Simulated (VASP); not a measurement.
Here is a VASP 6.6.1 calculation.

The input INCAR:

```
SYSTEM = Si4Cl
PREC     = Accurate       ! precision mode
ENCUT    = 520            ! plane-wave cutoff, eV
EDIFF    = 1E-6           ! SCF threshold, eV
ISMEAR   = 0              ! smearing method
SIGMA    = 0.05           ! smearing width, eV
LREAL    = Auto         
LASPH    = .TRUE.         ! aspherical terms in the spheres
NELM     = 100            ! most SCF steps
ALGO     = Normal         ! electronic algorithm
ISIF     = 2              ! what is computed and relaxed
LWAVE    = .FALSE.        ! write WAVECAR
LCHARG   = .FALSE.        ! write CHGCAR
LDIPOL   = .TRUE.       
IDIPOL   = 3            
DIPOL    = 0.5 0.5 0.509
GGA      = PE             ! functional
IVDW     = 12             ! dispersion correction
NBANDS   = 62             ! bands
```

KPOINTS

```
regular mesh
0
G
  3 3 1
  0 0 0
```

The input POSCAR:

```
Si4Cl
1.0
    7.6671877214      0.0000000000      0.0000000000
   -3.8335938607      6.6399793423      0.0000000000
    0.0000000000      0.0000000000     21.9871453499
Si Cl
16 4
Direct
    0.6666666667      0.3333333333      0.4581995452
    0.6666666667      0.8333333333      0.4581995452
    0.1666666667      0.3333333333      0.4581995452
    0.1666666667      0.8333333333      0.4581995452
    0.5000000000      0.5000000000      0.4937898439
    0.5000000000      0.0000000000      0.4937898439
    0.0000000000      0.5000000000      0.4937898439
    0.0000000000      0.0000000000      0.4937898439
    0.0000000000      0.5000000000      0.6006620995
    0.0000000000      0.0000000000      0.6006620995
    0.5000000000      0.5000000000      0.6006620995
    0.5000000000      0.0000000000      0.6006620995
    0.8333333333      0.6666666667      0.6297079252
    0.8333333333      0.1666666667      0.6297079252
    0.3333333333      0.6666666667      0.6297079252
    0.3333333333      0.1666666667      0.6297079252
    0.6666666667      0.3333333333      0.3638561845
    0.6666666667      0.8333333333      0.3638561845
    0.1666666667      0.3333333333      0.3638561845
    0.1666666667      0.8333333333      0.3638561845
```

Potentials or basis: VASP PAW PBE potentials, release 64 (Si, Cl).

Command:

```bash
$ cat potpaw_PBE.64/Si/POTCAR potpaw_PBE.64/Cl/POTCAR > POTCAR
$ mpirun -np 1 vasp_std > vasp.out
```

Question: Predict the largest force.

Answer: 0.085 eV/Å.

Question: Predict the band gap on the k mesh.

Answer: Zero (band 46 reaches -1.03 eV, above the bottom of band 47 at -1.57 eV).

Forces in eV/Å, atoms in the order of the input:
```
Si   0.000  0.000  0.053
Si   0.000  0.000  0.053
Si   0.000  0.000  0.053
Si   0.000  0.000  0.053
Si   0.000  0.000 -0.085
Si   0.000  0.000 -0.085
Si   0.000  0.000 -0.085
Si   0.000  0.000 -0.085
Si   0.000  0.000 -0.012
Si   0.000  0.000 -0.012
Si   0.000  0.000 -0.012
Si   0.000  0.000 -0.012
Si   0.000  0.000 -0.007
Si   0.000  0.000 -0.007
Si   0.000  0.000 -0.007
Si   0.000  0.000 -0.007
Cl   0.000  0.000  0.049
Cl   0.000  0.000  0.049
Cl   0.000  0.000  0.049
Cl   0.000  0.000  0.049
```
